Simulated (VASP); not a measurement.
Here is a VASP 6.6.1 calculation.

File POSCAR:

```
Y
1.0
   -2.0978409962      2.0978409962      2.0978409962
    2.0978409962     -2.0978409962      2.0978409962
    2.0978409962      2.0978409962     -2.0978409962
Y
1
Direct
    0.0000000000      0.0000000000      0.0000000000
```

File INCAR.step1:

```
PREC = Accurate
ENCUT = 600
ISMEAR = 0
SIGMA = 0.1
LREAL = F
LASPH = T
NELM = 100
GGA = PE
ALGO = Normal
EDIFF = 1E-4
LWAVE = T
LCHARG = F
```

Contents of INCAR.step2:

```
PREC = Accurate
ENCUT = 600
EDIFF = 1E-6
ISMEAR = 0
SIGMA = 0.1
LREAL = F
LASPH = T
NELM = 100
ALGO = Normal
ISIF = 3
LWAVE = F
LCHARG = F
METAGGA = R2SCAN
LMIXTAU = T
IBRION = 2
NSW = 100
EDIFFG = -0.01
ISTART = 1
```

The input KPOINTS:

```
Automatic mesh
0
Gamma
  14 14 14
```

Potentials or basis: VASP PAW PBE potentials, release 64 (Y_sv).

Run with:

```sh
$ cat potpaw_PBE.64/Y_sv/POTCAR > POTCAR
$ cp INCAR.step1 INCAR
$ mpirun -np 1 vasp_std > vasp.out
$ cp INCAR.step2 INCAR
$ mpirun -np 1 vasp_std > vasp.out
```

Predict the space group after relaxing (to 0.05 Å).

Im-3m (No. 229).

Predict the relaxed volume.

33.67 Å³/atom.

Predict the relaxed cell.

a = 3.523 Å, b = 3.523 Å, c = 3.523 Å, α = 109.47°, β = 109.47°, γ = 109.47°.

Step by step:
| step | energy change (eV) | largest force (eV/Å) | pressure (GPa) | volume (Å³) |
| --- | --- | --- | --- | --- |
| 1 | 0.0000 | 0.0000 | -3.13 | 36.93 |
| 2 | -0.0334 | 0.0000 | 0.58 | 33.21 |
| 3 | -0.0341 | 0.0000 | 0.03 | 33.67 |

Caveat: the PAW data sets were made with another functional, which shifts forces and pressure a little.
